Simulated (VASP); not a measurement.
P, 1 atom in the cell. The structure is cubic, space group Pm-3m (No. 221). Conventional cell: a = 2.434 Å, b = 2.434 Å, c = 2.434 Å, α = 90.00°, β = 90.00°, γ = 90.00°. P (site symmetry m-3m) has 6 P at 2.43 Å within 3.2 Å. 

- Program: VASP 6.6.1
- Task: relaxation of cell and atoms
- Functional: r2SCAN
- Potentials or basis: VASP PAW PBE potentials, release 64 (P)
- Cutoff: 600 eV
- k mesh: 18 × 18 × 18
- Occupations: gaussian, width 0.1 eV
- Spin: no spin polarisation
- Dipole correction: no
- Further INCAR settings: ALGO = Normal; EDIFF = 1e-06; IBRION = 2; EDIFFG = -0.005; NSW = 100; ISIF = 3

Potentials or basis: VASP PAW PBE potentials, release 64 (P).

The run is started by

```console
$ cat potpaw_PBE.64/P/POTCAR > POTCAR
$ cp INCAR.step1 INCAR
$ mpirun -np 1 vasp_std > vasp.out
$ cp INCAR.step2 INCAR
$ mpirun -np 1 vasp_std > vasp.out
```

Hardware: 1 thread of Intel(R) Xeon(R) Platinum 8488C (Sapphire Rapids) (shared host).

Problem. How long does it take, and how much memory?

Solution. It took 35 s on 1 thread of Intel(R) Xeon(R) Platinum 8488C (Sapphire Rapids), on a shared host, peak memory 0.13 GiB. Counts: k points 220, ion steps 1.
